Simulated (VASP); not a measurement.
# LiBe16 (a cell with a defect) in VASP: single point with PBE

Aim: the single point of LiBe16 (a cell with a defect) with PBE.

Everything below comes from runs of VASP 6.6.1. Logs are shortened: lines on timing, memory, paths and dates and some standing lists are left out, and cuts for length are marked.

## 1. The cell of the first run

The cell holds a defect, 17 atoms: a = 4.580 Å, b = 3.966 Å, c = 7.177 Å, α = 90.00°, β = 90.00°, γ = 90.00°.

## 2. Single point, PBE

File INCAR:

```
SYSTEM = LiBe16
ALGO     = Normal         ! electronic algorithm
EDIFF    = 1E-6           ! SCF threshold, eV
ENCUT    = 520            ! plane-wave cutoff, eV
GGA      = PE             ! functional
ISIF     = 2              ! what is computed and relaxed
ISMEAR   = 0              ! smearing method
LASPH    = .True.         ! aspherical terms in the spheres
LCHARG   = .True.         ! write CHGCAR
LELF     = .True.         ! ELF
LREAL    = Auto         
LVHAR    = .True.       
LWAVE    = .False.        ! write WAVECAR
NBANDS   = 32             ! bands
NELM     = 80             ! most SCF steps
PREC     = Accurate       ! precision mode
SIGMA    = 0.1            ! smearing width, eV
```

File KPOINTS:

```
k-points
0
Gamma
  4 4 3
  0 0 0
```

File POSCAR:

```
LiBe16
1.0
   -2.2900000000     -3.9663960000      0.0000000000
    3.4350000000     -1.9831980000      0.0000000000
    0.0000000000      0.0000000000      7.1768600000
Be Li
16 1
Direct
    0.7526270270      0.5001589205      0.0299966838
    0.5054962871      0.3444429396      0.2621142115
    0.7565032983      0.4595690111      0.5301322584
    0.5275125105      0.3920246431      0.7943334550
    0.5017406504     -0.0097560147     -0.0086149096
    0.2546669814      0.8464580458      0.2428387902
    0.5394240265     -0.0251161512      0.4647889188
    0.2279418581      0.7654043246      0.7730181444
    0.2456012238      0.4871673370      0.0212041199
   -0.0014272379      0.3434356987      0.2729155926
    0.2728947123      0.5678084108      0.4907140449
   -0.0396470672      0.3596766277      0.7998727856
   -0.0051306878     -0.0110370524      0.0018671118
    0.7475109662      0.8337828566      0.2344206241
   -0.0270319163     -0.0588305934      0.4698071301
    0.7440119156      0.8741916410      0.7342401830
    0.2494353673      0.1672069843      0.6324014959
```

Potentials or basis: VASP PAW PBE potentials, release 64 (Be, Li_sv).

The run is started by

```bash
$ cat potpaw_PBE.64/Be/POTCAR potpaw_PBE.64/Li_sv/POTCAR > POTCAR
$ mpirun -np 1 vasp_std > vasp.out
```

OUTCAR:

```text
SYSTEM = LiBe16
   EDIFF = 1E-6
   ENCUT = 520
   GGA = PE
   ISIF = 2
   ISMEAR = 0
   LASPH = .True.
   LREAL = Auto
   NELM = 80
   PREC = Accurate

 ion  position               nearest neighbor table
   1  0.753  0.500  0.030-  14 1.98  12 1.99   4 2.03   2 2.11  10 2.17  13 2.24   9 2.26   5 2.28
                            13 2.32   9 2.32   5 2.34
   2  0.505  0.344  0.262-   7 2.07   1 2.11  11 2.15   9 2.17  14 2.24  10 2.26   3 2.29   6 2.29
                             6 2.30  14 2.32  10 2.32
   3  0.757  0.460  0.530-   4 2.18  12 2.19  15 2.20  10 2.20  16 2.20   7 2.21  11 2.27   2 2.29
                             7 2.32  15 2.32
   4  0.528  0.392  0.794-  17 1.94  12 1.99   8 2.02   1 2.03   9 2.11   5 2.13   3 2.18  16 2.20
                            16 2.32
   5  0.502  0.990  0.991-   4 2.13  14 2.17   8 2.20  16 2.20   6 2.21  13 2.26   1 2.28   9 2.30
                            13 2.32   9 2.32   1 2.34
   6  0.255  0.846  0.243-  11 2.10  15 2.11   7 2.12   9 2.14  13 2.17   5 2.21  14 2.26   2 2.29
                             2 2.30  10 2.30  14 2.32  10 2.32
   7  0.539  0.975  0.465-  17 1.95  14 1.99  15 1.99  11 2.03   2 2.07   6 2.12  16 2.19   3 2.21
                             3 2.32
   8  0.228  0.765  0.773-  17 1.89   4 2.02  12 2.03   9 2.10  13 2.15  11 2.18   5 2.20  16 2.28

   9  0.246  0.487  0.021-   8 2.10   4 2.11  12 2.12   6 2.14   2 2.17  10 2.21   1 2.26  13 2.29
                            13 2.30   5 2.30   1 2.32   5 2.32
  10  0.999  0.343  0.273-  15 2.13   1 2.17  11 2.19   3 2.20   9 2.21   2 2.26  14 2.28   6 2.30
                             2 2.32   6 2.32  14 2.34
  11  0.273  0.568  0.491-  17 1.89  15 2.03   7 2.03   6 2.10   2 2.15   8 2.18  10 2.19   3 2.27

  12  0.960  0.360  0.800-  17 1.94   1 1.99   4 1.99   8 2.03  13 2.07   9 2.12   3 2.19  16 2.22
                            16 2.32
  13  0.995  0.989  0.002-  12 2.07  14 2.11   8 2.15   6 2.17   1 2.24   5 2.26  16 2.28   9 2.29
                             9 2.30   1 2.32   5 2.32
  14  0.748  0.834  0.234-   1 1.98   7 1.99  15 2.03  13 2.11   5 2.17   2 2.24   6 2.26  10 2.28
                             2 2.32   6 2.32  10 2.34
  15  0.973  0.941  0.470-  17 1.94   7 1.99  14 2.03  11 2.03   6 2.11  10 2.13  16 2.18   3 2.20
                             3 2.32
  16  0.744  0.874  0.734-  15 2.18   7 2.19   4 2.20   5 2.20   3 2.20  12 2.22   8 2.28  13 2.28
                            12 2.32   4 2.32
  17  0.249  0.167  0.632-   8 1.89  11 1.89   4 1.94  15 1.94  12 1.94   7 1.95

  LATTYP: Found a simple orthorhombic cell.
 ALAT       =     3.9663962620
 B/A-ratio  =     1.1547004875
 C/A-ratio  =     1.8094157835

  Lattice vectors:

 A1 = (  -3.4350000000,   1.9831980000,   0.0000000000)
 A2 = (  -2.2900000000,  -3.9663960000,   0.0000000000)
 A3 = (   0.0000000000,   0.0000000000,   7.1768600000)

Analysis of symmetry for initial positions (statically):
=====================================================================
 Subroutine PRICEL returns:
 Original cell was already a primitive cell.

 Routine SETGRP: Setting up the symmetry group for a
 simple orthorhombic supercell.

 Subroutine GETGRP returns: Found  1 space group operations
 (whereof  1 operations were pure point group operations)
 out of a pool of  8 trial point group operations.

The static configuration has the point symmetry C_1 .

Analysis of symmetry for dynamics (positions and initial velocities):
=====================================================================
 Subroutine PRICEL returns:
 Original cell was already a primitive cell.

 Routine SETGRP: Setting up the symmetry group for a
 simple orthorhombic supercell.

 Subroutine GETGRP returns: Found  1 space group operations
 (whereof  1 operations were pure point group operations)
 out of a pool of  8 trial point group operations.

The dynamic configuration has the point symmetry C_1 .

 Subroutine INISYM returns: Found  1 space group operations
 (whereof  1 operations are pure point group operations),
 and found     1 'primitive' translations

----------------------------------------------------------------------------------------

                                     Primitive cell

  volume of cell :     130.3755

  direct lattice vectors                    reciprocal lattice vectors
    -2.290000000 -3.966396000  0.000000000    -0.109170306 -0.189088533  0.000000000
     3.435000000 -1.983198000  0.000000000     0.218340611 -0.126059022  0.000000000
     0.000000000  0.000000000  7.176860000     0.000000000  0.000000000  0.139336702

[... 51 lines left out ...]

  Cartesian coordinates                     Fractional coordinates (reciprocal lattice)
    -0.027292576 -0.047272133  0.000000000     0.250000000  0.000000000  0.000000000
     0.054585153 -0.031514755  0.000000000     0.000000000  0.250000000  0.000000000
     0.000000000  0.000000000  0.046445567     0.000000000  0.000000000  0.333333333

  Length of vectors
     0.054585156  0.063029507  0.046445567

  Shift w.r.t. Gamma in fractional coordinates (k-lattice)
     0.000000000  0.000000000  0.000000000

 Subroutine IBZKPT returns following result:
 ===========================================

 Found     26 irreducible k-points:

 Following reciprocal coordinates:
            Coordinates               Weight
  0.000000  0.000000  0.000000      1.000000
  0.250000  0.000000  0.000000      2.000000
  0.500000  0.000000  0.000000      1.000000
  0.000000  0.250000  0.000000      2.000000
  0.250000  0.250000  0.000000      2.000000
 -0.250000  0.250000  0.000000      2.000000
[... 16 lines left out ...]
  0.000000  0.500000  0.333333      2.000000
  0.250000  0.500000  0.333333      2.000000
 [... further k-points ...]
   k-points           NKPTS =     26   k-points in BZ     NKDIM =     26   number of bands    NBANDS=     32
   number of dos      NEDOS =    301   number of ions     NIONS =     17
   total plane-waves  NPLWV =  58320
   dimension x,y,z NGX =    36 NGY =   30 NGZ =   54
   dimension x,y,z NGXF=    72 NGYF=   60 NGZF=  108
   ions per type =              16   1
   NGX,Y,Z   is equivalent  to a cutoff of  13.07, 12.57, 12.51 a.u.
   NGXF,Y,Z  is equivalent  to a cutoff of  26.13, 25.15, 25.02 a.u.
 SYSTEM =  LiBe16
   PREC   = accura    normal or accurate (medium, high low for compatibility)
   ISTART =      0    job   : 0-new  1-cont  2-samecut
   ICHARG =      2    charge: 1-file 2-atom 10-const
   ISPIN  =      1    spin polarized calculation?
   LNONCOLLINEAR =      F non collinear calculations
   LSORBIT =      F    spin-orbit coupling
   LASPH  =      T    aspherical Exc in radial PAW
   ENCUT  =  520.0 eV  38.22 Ry    6.18 a.u.   8.52  7.37 13.34*2*pi/ulx,y,z
   NELM   =     80;   NELMIN=  2; NELMDL= -5     # of ELM steps
   EDIFF  = 0.1E-05   stopping-criterion for ELM
   LREAL  =      T    real-space projection
   EDIFFG = 0.1E-04   stopping-criterion for IOM
   NSW    =      0    number of steps for IOM
   IBRION =     -1    ionic relax: 0-MD 1-quasi-New 2-CG
   NFREE  =      0    steps in history (QN), initial steepest desc. (CG)
   ISIF   =      2    stress and relaxation
   ISYM   =      2    0-nonsym 1-usesym 2-fastsym
   POTIM  = 0.5000    time-step for ionic-motion
   TEBEG  =    0.0;   TEEND  =   0.0 temperature during run
   PSTRESS=    0.0 pullay stress
   NELECT =      35.0000    total number of electrons
   NUPDOWN=      -1.0000    fix difference up-down
   EMIN   =  10.00;   EMAX   =-10.00  energy-range for DOS
   EFERMI =   0.00;   METHOD = LEGACY
   ISMEAR =     0;   SIGMA  =   0.10  broadening in eV -4-tet -1-fermi 0-gaus
   EFERMI_NEDOS =   21; number of points for ismear=-14 and -15
   IALGO  =     38    algorithm
   IMIX   =      4    mixing-type and parameters
     AMIX     =   0.40;   BMIX     =  1.00
     AMIX_MAG =   1.60;   BMIX_MAG =  1.00
  volume/ion in A,a.u.               =       7.67        51.75
  Fermi-wavevector in a.u.,A,eV,Ry     =   1.056085  1.995711 15.174786  1.115315
  Thomas-Fermi vector in A             =   2.191307
   LORBIT       =      0    0 simple, 1 ext, 2 COOP (PROOUT), +10 PAW based schemes
   GGA     = PE    functional components
   LHFCALC =     F    Hartree Fock is set to
   AEXX    =    0.0000 exact exchange contribution
   IVDW    =     0    specifies the selected vdW correction
   LEPSILON=     F    determine dielectric tensor
   LRPA    =     F    only Hartree local field effects (RPA)
 non-spin polarized calculation
 Gauss-broadening in eV      SIGMA  =   0.10
  energy-cutoff  :      520.00
  volume of cell :      130.38
 maximum number of plane-waves:      3529
 NGX is ok and might be reduce to    36
   NGX = 17   NGY = 15   NGZ = 27

 number of electron      35.0000000 magnetization

 Free energy of the ion-electron system (eV)
  ---------------------------------------------------
  ext. energy  EPLUGINS =         0.00000000
  ---------------------------------------------------
  free energy    TOTEN  =       -56.75489213 eV

  energy without entropy =      -56.74501710  energy(sigma->0) =      -56.74995461

 E-fermi :   7.1779     XC(G=0): -10.6549

 val. band max:        7.1697077680   @ k =   0.5000   0.0000   0.3333
 cond. band min:       7.1930225758   @ k =   0.5000   0.0000   0.0000
 fundamental gap:      0.0233148078
 Fermi energy:         7.1779438163

 k-point     1 :       0.0000    0.0000    0.0000
  band No.  band energies     occupation
      1     -39.2346      2.00000
      2      -4.0833      2.00000
      3      -2.1875      2.00000
      4      -1.7149      2.00000
      5       0.9936      2.00000
      6       1.1576      2.00000
[... 757 lines left out ...]
     28      13.4919      0.00000
     29      13.5727      0.00000

 [... further k-points ...]

 [bands above 29 left out]

------------------------ aborting loop because EDIFF is reached ----------------------------------------

  FORCE on cell =-STRESS in cart. coord.  units (eV):
  Direction    XX          YY          ZZ          XY          YZ          ZX
  --------------------------------------------------------------------------------------
  -------------------------------------------------------------------------------------
  Total        7.6249629      7.4271645     16.3320455     -1.6948581      1.3117301      1.8101779
  in kB       93.7027412     91.2720078    200.7035889    -20.8280164     16.1197773     22.2451741
  external PRESSURE =     128.5594460 kB  Pullay stress =       0.0000000 kB

 VOLUME and BASIS-vectors are now :
 -----------------------------------------------------------------------------
  energy-cutoff  :      520.00
  volume of cell :      130.38
      direct lattice vectors                 reciprocal lattice vectors
    -2.290000000 -3.966396000  0.000000000    -0.109170306 -0.189088533  0.000000000
     3.435000000 -1.983198000  0.000000000     0.218340611 -0.126059022  0.000000000
     0.000000000  0.000000000  7.176860000     0.000000000  0.000000000  0.139336702

 POSITION                                       TOTAL-FORCE (eV/Angst)
 -----------------------------------------------------------------------------------
     -0.00547     -3.97713      0.21528        -0.001290      0.011873      0.018875
      0.02558     -2.68810      1.88116        -0.023651      0.005902     -0.022136
     -0.15377     -3.91201      3.80469        -0.019297      0.017129      0.006095
      0.13860     -2.86979      5.70082         0.012900      0.021119     -0.002650
      2.25250     -3.95395      7.11503         0.013067     -0.015178      0.036240
      2.32440     -2.68880      1.74282         0.049822     -0.026668      0.026297
[... 9 lines left out ...]
      1.29906     -4.68474      5.26954         0.019254     -0.018899     -0.006825
      0.00315     -1.32096      4.53866        -0.000859      0.003061     -0.001601
 -----------------------------------------------------------------------------------
    total drift:                               -0.002114      0.001306     -0.000809

  FREE ENERGIE OF THE ION-ELECTRON SYSTEM (eV)
  ---------------------------------------------------
  free  energy   TOTEN  =       -56.7548921273 eV

  energy  without entropy=      -56.7450170996  energy(sigma->0) =      -56.74995461
```

It took 2.3 min on 1 thread of AMD EPYC 9R45 (Zen 5), shared host; peak memory 0.22 GiB.

What came out:

```yaml
Free_energy: -56.7549 eV
Largest_force: 0.082 eV/Å
Band_gap_on_the_k_mesh: zero (an odd number of electrons rules out a gap without spin polarisation)
```

Forces on the atoms (eV/Å):
```
Be  -0.001  0.012  0.019
Be  -0.024  0.006 -0.022
Be  -0.019  0.017  0.006
Be   0.013  0.021 -0.003
Be   0.013 -0.015  0.036
Be   0.050 -0.027  0.026
Be   0.035  0.075 -0.003
Be  -0.023 -0.019 -0.045
Be  -0.050  0.027 -0.026
Be  -0.012  0.016 -0.038
Be   0.024  0.018  0.044
Be  -0.034 -0.075  0.006
Be   0.022 -0.007  0.022
Be   0.002 -0.011 -0.018
Be  -0.014 -0.022  0.003
Be   0.019 -0.019 -0.007
Li  -0.001  0.003 -0.002
```

Caveat: the k points lie up to 0.40 Å⁻¹ apart, too coarse for converged energies and pressures of a metal; the cutoff is under 1.25 times the usual one of these potentials, so pressure, stress and relaxed cells hold a basis-set (Pulay) error.

The gap in the log of VASP goes by the Fermi energy; the results here count the filled bands.